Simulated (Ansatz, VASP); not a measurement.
## Two plane-wave programs on Al

```
Al
1.0
     2.02398   -2.02398    0.00000
     2.02398    0.00000   -2.02398
     8.38460    8.38460    8.38460
Al
6
Direct
  0.66667 0.66667 0.08045
  0.00000 0.00000 0.88509
  0.33333 0.33333 0.24138
  0.66667 0.66667 0.56323
  0.00000 0.00000 0.40231
  0.33333 0.33333 0.72416
```

Alike in both runs: task single point; functional PBE; k mesh 19 × 19 × 4; occupations gaussian, width 0.15 eV; no spin polarisation.

```csv
,VASP,Ansatz
version,VASP 6.6.1,Ansatz 0.2.0
potentials or method,"VASP PAW PBE potentials, release 64 (Al), cutoff 520 eV","scalar-relativistic, plane waves, PAW"
valence electrons in the cell,18,18
```

|  | VASP | Ansatz | Ansatz less VASP |
| --- | --- | --- | --- |
| gap on the k mesh at the Fermi level (eV) | none | none | - |
| pressure (GPa) | -1.8 | -1.8 | +0.04 |
| traceless stress, the component that is largest in VASP (GPa) | -0.19 | -0.19 | -0.003 |
| rms of the force components (eV/Å) | 0.174 | 0.175 | +0.0004 |

Atom by atom the forces differ by 0.000 eV/Å (rms over components). A gap of «none» marks a metal or a gap that the smearing closes. With one functional, cell and mesh, what is left measures potentials, basis and numerics.
